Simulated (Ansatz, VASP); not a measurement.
# One calculation of ZrS, two programs

File INCAR:

```
PREC = Accurate ; ENCUT = 600
EDIFF = 1E-6 ; ISMEAR = 0
SIGMA = 0.1 ; LREAL = F
LASPH = T ; NELM = 100
ALGO = Normal ; ISIF = 3
LWAVE = F ; LCHARG = F
GGA = CA ; IBRION = 2
NSW = 100 ; EDIFFG = -0.005
```

The input KPOINTS:

```
regular mesh
0
Gamma
  14 14 14
```

The input POSCAR:

```
ZrS
1.0
    0.0000000000      2.5694556084      2.5694556084
    2.5694556084      0.0000000000      2.5694556084
    2.5694556084      2.5694556084      0.0000000000
Zr S
1 1
Direct
    0.0000000000      0.0000000000      0.0000000000
    0.5000000000      0.5000000000      0.5000000000
```

Input for Ansatz:

```yaml
crystal:
  lattice:
    - [0.0, 2.569455601, 2.569455601]
    - [2.569455601, 0.0, 2.569455601]
    - [2.569455601, 2.569455601, 0.0]
  atoms:
    - { symbol: Zr, position: [0.0, 0.0, 0.0] }
    - { symbol: S, position: [0.5, 0.5, 0.5] }
basis:
  ecutwfc: 420
kpoints:
  mp_grid: { grid: [14, 14, 14] }
hamiltonian:
  xc: lda
  pseudopotentials: { kind: paw, azcp: { folder: soft_1 } }
scf:
  occupations: { method: gaussian, width: 0.1 }
output:
  forces: true
  stress: true
  eigenvalues: true
relax:
  adjacent_minimum: "off"
  f_tol: 0.005
  max_steps: 80
  cell: { stress_tol: 0.05 }
```

Alike in both runs: task relaxation of cell and atoms; functional LDA; k mesh 14 × 14 × 14; occupations gaussian, width 0.1 eV; no spin polarisation.

|  | VASP | Ansatz |
| --- | --- | --- |
| version | VASP 6.6.1 | Ansatz 0.2.0 |
| potentials or method | VASP PAW LDA potentials, release 64 (Zr_sv, S), cutoff 600 eV | scalar-relativistic, plane waves, PAW |
| valence electrons in the cell | 18 | 18 |

VASP gave:

```
gap on the k mesh at the Fermi level, each at its own relaxed structure (eV) : none
relaxed volume (Å³/atom)                                                     : 16.94
relaxed cell length with the largest relative difference (Å)                 : 3.632
```

Question: Estimate Ansatz's values.

Answer: gap on the k mesh at the Fermi level, each at its own relaxed structure (eV): none; relaxed volume (Å³/atom): 16.92; relaxed cell length with the largest relative difference (Å): 3.630.

Ansatz warns that its potentials were made for another functional, while VASP's fit it. LDA's correlation is that of Perdew and Zunger in VASP and of Perdew and Wang (1992) in Ansatz. A gap of «none» marks a metal or a gap that the smearing closes.

Noted on VASP's run: too few bands were computed for a metal, which touches its energy and stress.
